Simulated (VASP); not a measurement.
## AlPtO: single point with r2SCAN

AlPtO:

```
CELL_PARAMETERS angstrom
3.33519 0.00000 0.00000
0.00000 3.32598 0.00000
0.00000 0.00000 7.06656
ATOMIC_POSITIONS crystal
Al 0.00000 0.50000 0.07000
Al 0.50000 0.00000 0.93000
O 0.00000 0.00000 0.94000
O 0.50000 0.50000 0.06000
Pt 0.00000 0.00000 0.30000
Pt 0.50000 0.50000 0.70000
```

```
Program             : VASP 6.6.1
Task                : single point
Functional          : r2SCAN
Potentials or basis : VASP PAW PBE potentials, release 64 (Al, O, Pt)
Cutoff              : 660 eV
k mesh              : 5 × 5 × 3
Occupations         : fermi-dirac, width 0.1 eV
Spin                : no spin polarisation
```

- Pressure: 35.6 GPa
- Largest force: 5.498 eV/Å
- Band gap on the k mesh: zero (band 19 reaches 7.98 eV, above the bottom of band 20 at 6.63 eV)

Forces in eV/Å, atoms in the order of the input:
```
Al   0.000  0.000  1.767
Al   0.000  0.000 -1.767
O    0.000  0.000  0.792
O    0.000  0.000 -0.792
Pt   0.000  0.000  5.498
Pt   0.000  0.000 -5.498
```

Stress tensor (GPa, compression positive):
```
49.27  0.00  0.00
 0.00 21.62  0.00
 0.00  0.00 35.99
```

Levels at points of the mesh, in eV from the Fermi level:
| k point | band 17 | band 18 | band 19 | band 20 | band 21 | band 22 |
| --- | --- | --- | --- | --- | --- | --- |
| (0.00, 0.00, 0.00) | -1.27 | -0.92 | -0.79 | 0.63 | 1.60 | 5.68 |

Wall time 5.3 min on 1 thread of AMD EPYC 7R13, with other jobs on the host, peak memory 0.21 GiB.

Caveat: the k points lie up to 0.38 Å⁻¹ apart; the PAW data sets were made with another functional, which shifts forces and pressure a little; spin-orbit coupling is left out, which moves the levels of the heavy elements.
